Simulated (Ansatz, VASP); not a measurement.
# InO: VASP beside Ansatz

```
In O
1.0
     3.09252    0.00000    0.00000
    -1.54626    2.67820    0.00000
     0.00000    0.00000   18.80099
In O
2 2
Direct
  0.66667 0.33333 0.58867
  0.66667 0.33333 0.41133
  0.00000 0.00000 0.63982
  0.00000 0.00000 0.36018
```

Alike in both runs: task single point; functional PBEsol; dispersion D3(BJ); k mesh 12 × 12 × 4; occupations gaussian, width 0.05 eV; no spin polarisation.

|  | VASP | Ansatz |
| --- | --- | --- |
| version | VASP 6.6.1 | Ansatz 0.2.0 |
| potentials or method | VASP PAW PBE potentials, release 64 (In_d, O), cutoff 520 eV | scalar-relativistic, plane waves, PAW |
| valence electrons in the cell | 38 | 38 |

|  | VASP | Ansatz | Ansatz less VASP |
| --- | --- | --- | --- |
| gap on the k mesh at the Fermi level (eV) | none | none | - |
| rms of the force components (eV/Å) | 0.738 | 0.703 | -0.0350 |

VASP's potentials were made for PBE, not for PBEsol. Atom by atom the forces differ by 0.037 eV/Å (rms over components). A gap of «none» marks a metal or a gap that the smearing closes.
